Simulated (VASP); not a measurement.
Wanted: the native input for a VASP 6.6.1 run.

| Quantity | Value |
| --- | --- |
| Task | single point |
| Functional | PBE |
| Potentials or basis | VASP PAW PBE potentials, release 64 (Zn, Cl) |
| Cutoff | 520 eV |
| k mesh | 6 × 6 × 6 |
| Occupations | gaussian, width 0.1 eV |
| Spin | no spin polarisation |
| Dipole correction | no |
| Further INCAR settings | ALGO = Normal; EDIFF = 1e-06; NBANDS = 33 |

The structure of Zn3Cl2 lies in POSCAR:

```
Zn3Cl2
1.0
    1.7089487224      0.9866620049     11.3784983500
   -1.7089487224      0.9866620049     11.3784983500
    0.0000000000     -1.9733240098     11.3784983500
Zn Cl
3 2
Direct
    0.0000000000      0.0000000000      0.0000000000
    0.1942618970      0.1942618970      0.1942618970
    0.8057381030      0.8057381030      0.8057381030
    0.4282876906      0.4282876906      0.4282876906
    0.5717123094      0.5717123094      0.5717123094
```

The input as run:

INCAR

```
SYSTEM = Zn3Cl2
PREC     = Accurate       ! precision mode
ENCUT    = 520            ! plane-wave cutoff, eV
EDIFF    = 1E-6           ! SCF threshold, eV
ISMEAR   = 0              ! smearing method
SIGMA    = 0.1            ! smearing width, eV
LREAL    = .FALSE.        ! projectors in reciprocal space
LASPH    = .TRUE.         ! aspherical terms in the spheres
NELM     = 100            ! most SCF steps
ALGO     = Normal         ! electronic algorithm
ISIF     = 2              ! what is computed and relaxed
LWAVE    = .FALSE.        ! write WAVECAR
LCHARG   = .FALSE.        ! write CHGCAR
GGA      = PE             ! functional
NBANDS   = 33             ! bands
```

KPOINTS

```
Automatic mesh
0
G
  6 6 6
  0 0 0
```

Potentials or basis: VASP PAW PBE potentials, release 64 (Zn, Cl).

The run is started by

```bash
$ cat potpaw_PBE.64/Zn/POTCAR potpaw_PBE.64/Cl/POTCAR > POTCAR
$ mpirun -np 1 vasp_std > vasp.out
```

Results of the run:

```
Pressure               : 0.1 GPa
Band gap on the k mesh : 0.55 eV (least direct gap 0.59 eV)
```

Run time: 18 min on 1 thread of Intel(R) Xeon(R) Platinum 8488C (Sapphire Rapids), with other jobs on the host, peak memory 1.2 GiB.
